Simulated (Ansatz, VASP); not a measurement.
## Sn in VASP and in Ansatz

```
Sn
1.0
     0.00000    3.34297    3.29428
     3.34297    0.00000    3.29428
     3.34297    3.34297    0.00000
Sn
2
Cartesian
  3.3430 3.3430 3.2943
  5.0145 5.0145 4.9414
```

Change from the starting cell: strain +0.030 along x and y, +0.015 along z, atoms carried along.

Alike in both runs: task single point; functional PBE; k mesh 12 × 12 × 12; occupations gaussian, width 0.15 eV; no spin polarisation.

|  | VASP | Ansatz |
| --- | --- | --- |
| version | VASP 6.6.1 | Ansatz 0.2.0 |
| potentials or method | VASP PAW PBE potentials, release 64 (Sn_d), cutoff 520 eV | scalar-relativistic, plane waves, PAW |
| valence electrons in the cell | 28 | 28 |

|  | VASP | Ansatz | Ansatz less VASP |
| --- | --- | --- | --- |
| gap on the k mesh at the Fermi level (eV) | none | none | - |
| pressure (GPa) | 0.0 | 0.0 | +0.05 |
| traceless stress, the component that is largest in VASP (GPa) | 0.27 | 0.27 | +0.001 |

A gap of «none» marks a metal or a gap that the smearing closes.
